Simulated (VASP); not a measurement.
# P in VASP: a series of runs

The runs below take P through single point, relaxation of cell and atoms, with PBE.

Everything below comes from runs of VASP 6.6.1. Logs are shortened: lines on timing, memory, paths and dates and some standing lists are left out, and cuts for length are marked.

**1. The cell of the first run**

The structure is cubic, space group Pm-3m (No. 221). The conventional cell has a = 2.444 Å, b = 2.444 Å, c = 2.444 Å, α = 90.00°, β = 90.00°, γ = 90.00°. P (site symmetry m-3m) has 6 P at 2.44 Å within 3.2 Å.

The cell was generated, and may not be a known phase.

**2. Single point, PBE**

INCAR

```
PREC = Accurate
ENCUT = 500
EDIFF = 1E-6
ISMEAR = 0
SIGMA = 0.1
LREAL = F
LASPH = T
NELM = 120
ALGO = Normal
ISIF = 2
LWAVE = F
LCHARG = F
GGA = PE
NBANDS = 8
GGA_COMPAT = F
```

KPOINTS

```
regular mesh
0
Gamma
  22 22 22
```

POSCAR

```
P
1.0
    2.4444852719      0.0000000000      0.0000000000
    0.0000000000      2.4444852719      0.0000000000
    0.0000000000      0.0000000000      2.4444852719
P
1
Direct
    0.0000000000      0.0000000000      0.0000000000
```

Potentials or basis: VASP PAW PBE potentials, release 64 (P).

Launch:

```
cat potpaw_PBE.64/P/POTCAR > POTCAR
mpirun -np 1 vasp_std > vasp.out
```

OUTCAR:

```text
PREC = Accurate
   ENCUT = 500
   EDIFF = 1E-6
   ISMEAR = 0
   LREAL = F
   LASPH = T
   NELM = 120
   ISIF = 2
   GGA = PE

 ion  position               nearest neighbor table
   1  0.000  0.000  0.000-

  LATTYP: Found a simple cubic cell.
 ALAT       =     2.4444852719

  Lattice vectors:

 A1 = (   2.4444852719,   0.0000000000,   0.0000000000)
 A2 = (   0.0000000000,   2.4444852719,   0.0000000000)
 A3 = (   0.0000000000,   0.0000000000,   2.4444852719)

Analysis of symmetry for initial positions (statically):
=====================================================================
 Subroutine PRICEL returns:
 Original cell was already a primitive cell.

 Routine SETGRP: Setting up the symmetry group for a
 simple cubic supercell.

 Subroutine GETGRP returns: Found 48 space group operations
 (whereof 48 operations were pure point group operations)
 out of a pool of 48 trial point group operations.

The static configuration has the point symmetry O_h .

Analysis of symmetry for dynamics (positions and initial velocities):
=====================================================================
 Subroutine PRICEL returns:
 Original cell was already a primitive cell.

 Routine SETGRP: Setting up the symmetry group for a
 simple cubic supercell.

 Subroutine GETGRP returns: Found 48 space group operations
 (whereof 48 operations were pure point group operations)
 out of a pool of 48 trial point group operations.

The dynamic configuration has the point symmetry O_h .

 Subroutine INISYM returns: Found 48 space group operations
 (whereof 48 operations are pure point group operations),
 and found     1 'primitive' translations

----------------------------------------------------------------------------------------

                                     Primitive cell

  volume of cell :      14.6070

  direct lattice vectors                    reciprocal lattice vectors
     2.444485272  0.000000000  0.000000000     0.409084077  0.000000000  0.000000000
     0.000000000  2.444485272  0.000000000     0.000000000  0.409084077  0.000000000
     0.000000000  0.000000000  2.444485272     0.000000000  0.000000000  0.409084077

  length of vectors
     2.444485272  2.444485272  2.444485272     0.409084077  0.409084077  0.409084077

  position of ions in fractional coordinates (direct lattice)
     0.000000000  0.000000000  0.000000000

  ion indices of the primitive-cell ions
   primitive index   ion index
                 1           1

----------------------------------------------------------------------------------------

 KPOINTS: regular mesh

Automatic generation of k-mesh.
 Grid dimensions read from file:
 generate k-points for:   22   22   22

 Generating k-lattice:

  Cartesian coordinates                     Fractional coordinates (reciprocal lattice)
     0.018594731  0.000000000  0.000000000     0.045454545  0.000000000  0.000000000
     0.000000000  0.018594731  0.000000000     0.000000000  0.045454545  0.000000000
     0.000000000  0.000000000  0.018594731     0.000000000  0.000000000  0.045454545

  Length of vectors
     0.018594731  0.018594731  0.018594731

  Shift w.r.t. Gamma in fractional coordinates (k-lattice)
     0.000000000  0.000000000  0.000000000

 Subroutine IBZKPT returns following result:
 ===========================================

 Found    364 irreducible k-points:

 Following reciprocal coordinates:
            Coordinates               Weight
  0.000000  0.000000  0.000000      1.000000
  0.045455  0.000000  0.000000      6.000000
  0.090909  0.000000  0.000000      6.000000
  0.136364  0.000000  0.000000      6.000000
  0.181818  0.000000  0.000000      6.000000
  0.227273  0.000000  0.000000      6.000000
[... 16 lines left out ...]
  0.500000  0.045455  0.000000     12.000000
  0.090909  0.090909  0.000000     12.000000
 [... further k-points ...]
   k-points           NKPTS =    364   k-points in BZ     NKDIM =    364   number of bands    NBANDS=      8
   number of dos      NEDOS =    301   number of ions     NIONS =      1
   total plane-waves  NPLWV =   5832
   dimension x,y,z NGX =    18 NGY =   18 NGZ =   18
   dimension x,y,z NGXF=    36 NGYF=   36 NGZF=   36
   ions per type =               1
   NGX,Y,Z   is equivalent  to a cutoff of  12.24, 12.24, 12.24 a.u.
   NGXF,Y,Z  is equivalent  to a cutoff of  24.48, 24.48, 24.48 a.u.
 SYSTEM =  unknown system
   PREC   = accura    normal or accurate (medium, high low for compatibility)
   ISTART =      0    job   : 0-new  1-cont  2-samecut
   ICHARG =      2    charge: 1-file 2-atom 10-const
   ISPIN  =      1    spin polarized calculation?
   LNONCOLLINEAR =      F non collinear calculations
   LSORBIT =      F    spin-orbit coupling
   LASPH  =      T    aspherical Exc in radial PAW
   ENCUT  =  500.0 eV  36.75 Ry    6.06 a.u.   4.46  4.46  4.46*2*pi/ulx,y,z
   NELM   =    120;   NELMIN=  2; NELMDL= -5     # of ELM steps
   EDIFF  = 0.1E-05   stopping-criterion for ELM
   LREAL  =      F    real-space projection
   EDIFFG = 0.1E-04   stopping-criterion for IOM
   NSW    =      0    number of steps for IOM
   IBRION =     -1    ionic relax: 0-MD 1-quasi-New 2-CG
   NFREE  =      0    steps in history (QN), initial steepest desc. (CG)
   ISIF   =      2    stress and relaxation
   ISYM   =      2    0-nonsym 1-usesym 2-fastsym
   POTIM  = 0.5000    time-step for ionic-motion
   TEBEG  =    0.0;   TEEND  =   0.0 temperature during run
   PSTRESS=    0.0 pullay stress
   NELECT =       5.0000    total number of electrons
   NUPDOWN=      -1.0000    fix difference up-down
   EMIN   =  10.00;   EMAX   =-10.00  energy-range for DOS
   EFERMI =   0.00;   METHOD = LEGACY
   ISMEAR =     0;   SIGMA  =   0.10  broadening in eV -4-tet -1-fermi 0-gaus
   EFERMI_NEDOS =   21; number of points for ismear=-14 and -15
   IALGO  =     38    algorithm
   IMIX   =      4    mixing-type and parameters
     AMIX     =   0.40;   BMIX     =  1.00
     AMIX_MAG =   1.60;   BMIX_MAG =  1.00
  volume/ion in A,a.u.               =      14.61        98.57
  Fermi-wavevector in a.u.,A,eV,Ry     =   1.145190  2.164095 17.843487  1.311459
  Thomas-Fermi vector in A             =   2.281879
   LORBIT       =      0    0 simple, 1 ext, 2 COOP (PROOUT), +10 PAW based schemes
   GGA     = PE    functional components
   LHFCALC =     F    Hartree Fock is set to
   AEXX    =    0.0000 exact exchange contribution
   IVDW    =     0    specifies the selected vdW correction
   LEPSILON=     F    determine dielectric tensor
   LRPA    =     F    only Hartree local field effects (RPA)
 non-spin polarized calculation
 Gauss-broadening in eV      SIGMA  =   0.10
  energy-cutoff  :      500.00
  volume of cell :       14.61
 maximum number of plane-waves:       386
 NGX is ok and might be reduce to    18

 number of electron       4.9999999 magnetization

 Free energy of the ion-electron system (eV)
  ---------------------------------------------------
  ext. energy  EPLUGINS =         0.00000000
  ---------------------------------------------------
  free energy    TOTEN  =        -5.27564146 eV

  energy without entropy =       -5.27445884  energy(sigma->0) =       -5.27505015

 E-fermi :   9.5603     XC(G=0): -11.2650

 val. band max:        9.5356881551   @ k =   0.4545   0.2727   0.2727
 cond. band min:       9.6111562159   @ k =   0.3182   0.2273   0.1364
 fundamental gap:      0.0754680608
 Fermi energy:         9.5602732096

 k-point     1 :       0.0000    0.0000    0.0000
  band No.  band energies     occupation
      1      -6.8705      2.00000
      2      14.5983      0.00000
      3      14.5983      0.00000
      4      14.5983      0.00000
      5      16.4068      0.00000
      6      16.4068      0.00000
      7      23.8426      0.00000
      8      33.9798      0.00000

 k-point     2 :       0.0455    0.0000    0.0000
  band No.  band energies     occupation
      1      -6.8234      2.00000
      2      13.5847      0.00000
      3      14.6354      0.00000
      4      14.6354      0.00000
      5      16.4444      0.00000
      6      17.3646      0.00000
      7      24.0031      0.00000
      8      33.6040      0.00000

 k-point     3 :       0.0909    0.0000    0.0000
  band No.  band energies     occupation
      1      -6.6825      2.00000
      2      12.0021      0.00000
      3      14.7459      0.00000
      4      14.7459      0.00000
      5      16.5561      0.00000
      6      18.7544      0.00000
      7      24.5049      0.00000
      8      32.6560      0.00000

 k-point     4 :       0.1364    0.0000    0.0000
  band No.  band energies     occupation
      1      -6.4486      2.00000
      2      10.3807      0.00000
      3      14.9281      0.00000
      4      14.9281      0.00000
      5      16.7389      0.00000
      6      19.9962      0.00000
      7      25.3782      0.00000
      8      31.4315      0.00000

 k-point     5 :       0.1818    0.0000    0.0000
  band No.  band energies     occupation
      1      -6.1234      2.00000
      2       8.7923      2.00000
      3      15.1784      0.00000
      4      15.1784      0.00000
      5      16.9869      0.00000
      6      21.0182      0.00000
      7      26.5784      0.00000
      8      30.1180      0.00000

 k-point     6 :       0.2273    0.0000    0.0000
  band No.  band energies     occupation
      1      -5.7099      2.00000
      2       7.2634      2.00000
      3      15.4905      0.00000
      4      15.4905      0.00000
      5      17.2908      0.00000
      6      21.8758      0.00000
      7      27.9223      0.00000
      8      28.8133      0.00000

 k-point     7 :       0.2727    0.0000    0.0000
  band No.  band energies     occupation
      1      -5.2130      2.00000
      2       5.8110      2.00000
      3      15.8544      0.00000
      4      15.8544      0.00000
      5      17.6367      0.00000
      6      22.6563      0.00000
      7      27.5732      0.00000
      8      27.5732      0.00000

 k-point     8 :       0.3182    0.0000    0.0000
  band No.  band energies     occupation
      1      -4.6416      2.00000
      2       4.4512      2.00000
      3      16.2536      0.00000
      4      16.2536      0.00000
      5      18.0034      0.00000
      6      23.4228      0.00000
      7      26.4385      0.00000
      8      26.4385      0.00000

 k-point     9 :       0.3636    0.0000    0.0000
  band No.  band energies     occupation
      1      -4.0136      2.00000
      2       3.2063      2.00000
      3      16.6607      0.00000
      4      16.6607      0.00000
      5      18.3611      0.00000
      6      24.2072      0.00000
      7      25.4500      0.00000
      8      25.4500      0.00000

 k-point    10 :       0.4091    0.0000    0.0000
  band No.  band energies     occupation
      1      -3.3697      2.00000
      2       2.1199      2.00000
      3      17.0317      0.00000
      4      17.0317      0.00000
      5      18.6698      0.00000
      6      24.6595      0.00000
      7      24.6595      0.00000
      8      25.0156      0.00000
[... 78 lines left out ...]
 k-point    18 :       0.2727    0.0455    0.0000
  band No.  band energies     occupation
      1      -5.1661      2.00000
      2       5.8511      2.00000
      3      14.9563      0.00000
      4      15.8906      0.00000
      5      18.3598      0.00000
      6      22.8854      0.00000
      7      26.8964      0.00000
      8      27.6076      0.00000

 k-point    19 :       0.3182    0.0455    0.0000
  band No.  band energies     occupation
      1      -4.5947      2.00000
      2       4.4926      2.00000
      3      15.3630      0.00000
      4      16.2895      0.00000
      5      18.7332      0.00000
      6      23.5469      0.00000
      7      25.9199      0.00000
      8      26.4737      0.00000

 k-point    20 :       0.3636    0.0455    0.0000
  band No.  band energies     occupation
      1      -3.9668      2.00000
      2       3.2485      2.00000
      3      15.7769      0.00000
      4      16.6963      0.00000
      5      19.1013      0.00000
      6      23.9187      0.00000
      7      25.3415      0.00000
      8      25.4859      0.00000

 k-point    21 :       0.4091    0.0455    0.0000
  band No.  band energies     occupation
      1      -3.3228      2.00000
      2       2.1626      2.00000
      3      16.1528      0.00000
      4      17.0668      0.00000
      5      19.4245      0.00000
      6      23.6026      0.00000
      7      24.6961      0.00000
      8      25.6610      0.00000

 k-point    22 :       0.4545    0.0455    0.0000
  band No.  band energies     occupation
      1      -2.7649      2.00000
      2       1.3388      2.00000
      3      16.4263      0.00000
      4      17.3372      0.00000
      5      19.6532      0.00000
      6      23.1713      0.00000
      7      24.1725      0.00000
      8      26.3639      0.00000

 k-point    23 :       0.5000    0.0455    0.0000
  band No.  band energies     occupation
      1      -2.5190      2.00000
      2       1.0042      2.00000
      3      16.5283      0.00000
      4      17.4382      0.00000
      5      19.7373      0.00000
      6      23.0012      0.00000
      7      23.9869      0.00000
      8      26.8951      0.00000

 k-point    24 :       0.0909    0.0909    0.0000
  band No.  band energies     occupation
      1      -6.4946      2.00000
      2      11.7465      0.00000
      3      12.6761      0.00000
      4      14.8932      0.00000
      5      17.8908      0.00000
      6      19.9264      0.00000
      7      24.9877      0.00000
      8      31.2410      0.00000

 [... further k-points ...]

------------------------ aborting loop because EDIFF is reached ----------------------------------------

  FORCE on cell =-STRESS in cart. coord.  units (eV):
  Direction    XX          YY          ZZ          XY          YZ          ZX
  --------------------------------------------------------------------------------------
  -------------------------------------------------------------------------------------
  Total       -0.0253574     -0.0253574     -0.0253574     -0.0000000      0.0000000      0.0000000
  in kB       -2.7813348     -2.7813348     -2.7813348     -0.0000000      0.0000000      0.0000000
  external PRESSURE =      -2.7813348 kB  Pullay stress =       0.0000000 kB

 VOLUME and BASIS-vectors are now :
 -----------------------------------------------------------------------------
  energy-cutoff  :      500.00
  volume of cell :       14.61
      direct lattice vectors                 reciprocal lattice vectors
     2.444485272  0.000000000  0.000000000     0.409084077  0.000000000  0.000000000
     0.000000000  2.444485272  0.000000000     0.000000000  0.409084077  0.000000000
     0.000000000  0.000000000  2.444485272     0.000000000  0.000000000  0.409084077

 POSITION                                       TOTAL-FORCE (eV/Angst)
 -----------------------------------------------------------------------------------
      0.00000      0.00000      0.00000         0.000000      0.000000      0.000000
 -----------------------------------------------------------------------------------
    total drift:                                0.000000      0.000000      0.000000

  FREE ENERGIE OF THE ION-ELECTRON SYSTEM (eV)
  ---------------------------------------------------
  free  energy   TOTEN  =        -5.2756414606 eV

  energy  without entropy=       -5.2744588372  energy(sigma->0) =       -5.27505015
```

Run time: 38 s. Hardware: 1 thread of Intel Xeon 8259CL, shared host; peak memory 0.14 GiB.

Results:

```yaml
Free_energy: -5.2756 eV
Pressure: -0.3 GPa
Band_gap_on_the_k_mesh: zero (an odd number of electrons rules out a gap without spin polarisation)
```

**3. Single point, PBE**

This run uses another cell than the first one: it holds 4 atoms, not 1.

INCAR

```
SYSTEM = P
PREC     = Accurate       ! precision mode
ENCUT    = 500            ! plane-wave cutoff, eV
EDIFF    = 1E-6           ! SCF threshold, eV
ISMEAR   = 0              ! smearing method
SIGMA    = 0.2            ! smearing width, eV
LREAL    = .False.        ! projectors in reciprocal space
LASPH    = .True.         ! aspherical terms in the spheres
NELM     = 120            ! most SCF steps
ALGO     = Normal         ! electronic algorithm
ISIF     = 2              ! what is computed and relaxed
LWAVE    = .False.        ! write WAVECAR
LCHARG   = .True.         ! write CHGCAR
GGA      = PE             ! functional
LELF     = .True.         ! ELF
LVHAR    = .True.       
NBANDS   = 18             ! bands
GGA_COMPAT= .False.
```

KPOINTS

```
Automatic mesh
0
Gamma
  8 4 4
  0 0 0
```

POSCAR

```
P
1.0
    0.0006421847     -2.4534084661     -0.0002342072
   -4.8790243077      0.0017009407      0.0009402440
    0.0007870107     -0.0004640337     -4.9059202036
P
4
Direct
    0.0001053377     -0.0093532827     -0.0001689106
    0.0001022839     -0.0093979257      0.5002149321
    0.9999867792      0.5093937515      1.0000831346
    0.9998055992      0.5093574568      0.4998708439
```

Potentials or basis: VASP PAW PBE potentials, release 64 (P).

Launch:

```
cat potpaw_PBE.64/P/POTCAR > POTCAR
mpirun -np 1 vasp_std > vasp.out
```

OUTCAR:

```text
SYSTEM = P
   PREC = Accurate
   ENCUT = 500
   EDIFF = 1E-6
   ISMEAR = 0
   LREAL = .False.
   LASPH = .True.
   NELM = 120
   ISIF = 2
   GGA = PE

 ion  position               nearest neighbor table
   1  0.000  0.991  1.000-   3 2.35   2 2.45   2 2.45   3 2.53
   2  0.000  0.991  0.500-   4 2.35   1 2.45   1 2.45   4 2.53
   3  1.000  0.509  0.000-   1 2.35   4 2.45   4 2.45   1 2.53
   4  1.000  0.509  0.500-   2 2.35   3 2.45   3 2.45   2 2.53

  LATTYP: Found a triclinic cell.
[... 707 lines left out ...]
  FORCE on cell =-STRESS in cart. coord.  units (eV):
  Direction    XX          YY          ZZ          XY          YZ          ZX
  --------------------------------------------------------------------------------------
  -------------------------------------------------------------------------------------
  Total       -0.0944300     -0.0368869     -0.0231843      0.0059906     -0.0046112      0.0035022
  in kB       -2.5763060     -1.0063738     -0.6325292      0.1634400     -0.1258063      0.0955485
  external PRESSURE =      -1.4050697 kB  Pullay stress =       0.0000000 kB

 VOLUME and BASIS-vectors are now :
 -----------------------------------------------------------------------------
  energy-cutoff  :      500.00
  volume of cell :       58.73
      direct lattice vectors                 reciprocal lattice vectors
     0.000642185 -2.453408466 -0.000234207    -0.000142090 -0.407596254  0.000038530
    -4.879024308  0.001700941  0.000940244    -0.204959037 -0.000053645 -0.000032875
     0.000787011 -0.000464034 -4.905920204    -0.000039275  0.000019448 -0.203835366

 POSITION                                       TOTAL-FORCE (eV/Angst)
 -----------------------------------------------------------------------------------
     -4.83260      0.00096     -4.90416         0.016251      0.000008     -0.000859
     -4.83278      0.00120     -2.45308         0.015426      0.000648      0.000996
     -2.48470     -2.45251     -0.00016        -0.015485      0.000747      0.000344
     -2.48413     -2.45230     -2.45208        -0.016193     -0.001402     -0.000482
 -----------------------------------------------------------------------------------
    total drift:                                0.000003      0.000002      0.000001

  FREE ENERGIE OF THE ION-ELECTRON SYSTEM (eV)
  ---------------------------------------------------
  free  energy   TOTEN  =       -21.0115874439 eV

  energy  without entropy=      -20.9819097224  energy(sigma->0) =      -20.99674858
```

Run time: 80 s. Hardware: 1 thread of Intel Xeon 8259CL, shared host; peak memory 0.18 GiB.

What came out:

```
Free energy            : -21.0116 eV
Pressure               : -0.1 GPa
Largest force          : 0.016 eV/Å
Band gap on the k mesh : zero (bands 10 and 11 overlap by 7.69 eV)
```

Forces on the atoms (eV/Å):
```
P    0.016  0.000 -0.001
P    0.015  0.001  0.001
P   -0.015  0.001  0.000
P   -0.016 -0.001  0.000
```

[end of part 1 of 2]

The gap in the log of VASP goes by the Fermi energy; the results here count the filled bands.